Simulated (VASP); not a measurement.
# Sr in VASP: further runs, part 2 of 2

VASP 6.6.1.

## 3. Single point, PBEsol (one atom moved)

INCAR

```
PREC = Accurate
ENCUT = 520
EDIFF = 1E-6
ISMEAR = 0
SIGMA = 0.1
LREAL = F
LASPH = T
NELM = 60
ALGO = Fast
ISIF = 2
LWAVE = F
LCHARG = F
GGA = PS
NBANDS = 22
```

KPOINTS

```
Automatic mesh
0
Gamma
  6 6 10
```

POSCAR

```
Sr
1.0
    7.0659524677      0.0000000000      0.0000000000
   -3.5329762338      6.1192943389      0.0000000000
    0.0000000000      0.0000000000      3.8166326050
Sr
3
Direct
    0.0000000000      0.6657832900      0.0000000000
    0.3342167100      0.3342167100      0.0393016608
    0.6657832900      0.0000000000      0.0000000000
```

Potentials or basis: VASP PAW PBE potentials, release 64 (Sr_sv).

Command:

```
$ cat potpaw_PBE.64/Sr_sv/POTCAR > POTCAR
$ mpirun -np 1 vasp_std > vasp.out
```

OUTCAR:

```text
PREC = Accurate
   ENCUT = 520
   EDIFF = 1E-6
   ISMEAR = 0
   LREAL = F
   LASPH = T
   NELM = 60
   ISIF = 2
   GGA = PS

 ion  position               nearest neighbor table
   1  0.000  0.666  0.000-   3 4.07   3 4.07   2 4.08   2 4.08   3 4.09   2 4.09
   2  0.334  0.334  0.039-   3 4.08   3 4.08   1 4.08   1 4.08   1 4.09   3 4.09
   3  0.666  0.000  0.000-   1 4.07   1 4.07   2 4.08   2 4.08   1 4.09   2 4.09

  LATTYP: Found a hexagonal cell.
 ALAT       =     7.0659524677
 C/A-ratio  =     0.5401441097

  Lattice vectors:

 A1 = (   7.0659524677,   0.0000000000,   0.0000000000)
 A2 = (  -3.5329762338,   6.1192943389,   0.0000000000)
 A3 = (   0.0000000000,   0.0000000000,   3.8166326050)

Analysis of symmetry for initial positions (statically):
=====================================================================
 Subroutine PRICEL returns:
 Original cell was already a primitive cell.

 Routine SETGRP: Setting up the symmetry group for a
 hexagonal supercell.

 Subroutine GETGRP returns: Found  2 space group operations
[... 159 lines left out ...]
 number of electron      30.0000000 magnetization

 Free energy of the ion-electron system (eV)
  ---------------------------------------------------
  ext. energy  EPLUGINS =         0.00000000
  ---------------------------------------------------
  free energy    TOTEN  =        -4.85676086 eV

  energy without entropy =       -4.83733276  energy(sigma->0) =       -4.84704681

 E-fermi :   1.4106     XC(G=0):  -7.4225

 val. band max:        1.3875842950   @ k =   0.1667   0.0000   0.2000
 cond. band min:       1.4109199634   @ k =   0.1667   0.0000   0.4000
 fundamental gap:      0.0233356684
 Fermi energy:         1.4106205622

 k-point     1 :       0.0000    0.0000    0.0000
  band No.  band energies     occupation
      1     -35.2100      2.00000
      2     -35.1908      2.00000
      3     -35.1902      2.00000
      4     -17.2647      2.00000
      5     -17.2626      2.00000
      6     -17.2623      2.00000
[... 589 lines left out ...]
     21       3.1341      0.00000
     22       4.2164      0.00000

 [... further k-points ...]
[... 5 lines left out ...]
  --------------------------------------------------------------------------------------
  -------------------------------------------------------------------------------------
  Total       -0.6062371     -0.6061019     -0.4273203      0.0001171     -0.0018772     -0.0010838
  in kB       -5.8857351     -5.8844218     -4.1486970      0.0011373     -0.0182253     -0.0105224
  external PRESSURE =      -5.3062846 kB  Pullay stress =       0.0000000 kB

 VOLUME and BASIS-vectors are now :
 -----------------------------------------------------------------------------
  energy-cutoff  :      520.00
  volume of cell :      165.03
      direct lattice vectors                 reciprocal lattice vectors
     7.065952468  0.000000000  0.000000000     0.141523737  0.081708768  0.000000000
    -3.532976234  6.119294339  0.000000000     0.000000000  0.163417536  0.000000000
     0.000000000  0.000000000  3.816632605     0.000000000  0.000000000  0.262011072

 POSITION                                       TOTAL-FORCE (eV/Angst)
 -----------------------------------------------------------------------------------
     -2.35220      4.07412      0.00000        -0.006849      0.011831     -0.041300
      1.18078      2.04517      0.15000        -0.006821     -0.011815      0.082600
      4.70439      0.00000      0.00000         0.013670     -0.000016     -0.041300
 -----------------------------------------------------------------------------------
    total drift:                                0.000002      0.000004     -0.000007

  FREE ENERGIE OF THE ION-ELECTRON SYSTEM (eV)
  ---------------------------------------------------
  free  energy   TOTEN  =        -4.8567608607 eV

  energy  without entropy=       -4.8373327643  energy(sigma->0) =       -4.84704681
```

stdout:

```text
POSCAR found type information on POSCAR Sr
 POSCAR found :  1 types and       3 ions
 scaLAPACK will be used
 -----------------------------------------------------------------------------
|                                                                             |
|                                                                             |
|     You enforced a specific xc type in the INCAR file but a different       |
|     I HOPE YOU KNOW WHAT YOU ARE DOING!                                     |
|                                                                             |
 -----------------------------------------------------------------------------

 LDA part: xc-table for (Slater+PW92), standard interpolation
 POSCAR, INCAR and KPOINTS ok, starting setup
 FFT: planning ... GRIDC
 FFT: planning ... GRID_SOFT
 FFT: planning ... GRID
 WAVECAR not read
 entering main loop
WARNING in EDDRMM: call to ZHEGV failed, returncode =   8  4     14
WARNING in EDDRMM: call to ZHEGV failed, returncode =   8  4     19
WARNING in EDDRMM: call to ZHEGV failed, returncode =   6  3     17
WARNING in EDDRMM: call to ZHEGV failed, returncode =   6  3     19
WARNING in EDDRMM: call to ZHEGV failed, returncode =   6  3     14
WARNING in EDDRMM: call to ZHEGV failed, returncode =   6  3     13
WARNING in EDDRMM: call to ZHEGV failed, returncode =   8  4     21
WARNING in EDDRMM: call to ZHEGV failed, returncode =   6  3     20
WARNING in EDDRMM: call to ZHEGV failed, returncode =   6  3     13
WARNING in EDDRMM: call to ZHEGV failed, returncode =   6  3     19
```

Wall time 7.9 min (1 thread of Intel Xeon Platinum 8259CL at 2.50GHz (Skylake/Cascade Lake), shared host); peak memory 0.48 GiB.

What came out:

| Item | Value |
| --- | --- |
| Free energy | -4.8568 eV |
| Pressure | -0.5 GPa |
| Largest force | 0.084 eV/Å |
| Band gap on the k mesh | zero (bands 15 and 16 overlap by 0.69 eV) |

Forces in eV/Å, atoms in the order of the input:
```
Sr  -0.007  0.012 -0.041
Sr  -0.007 -0.012  0.083
Sr   0.014  0.000 -0.041
```

Caveat: the cell differs from its parent crystal (one atom moved); the PAW data sets were made with another functional, which shifts forces and pressure a little.
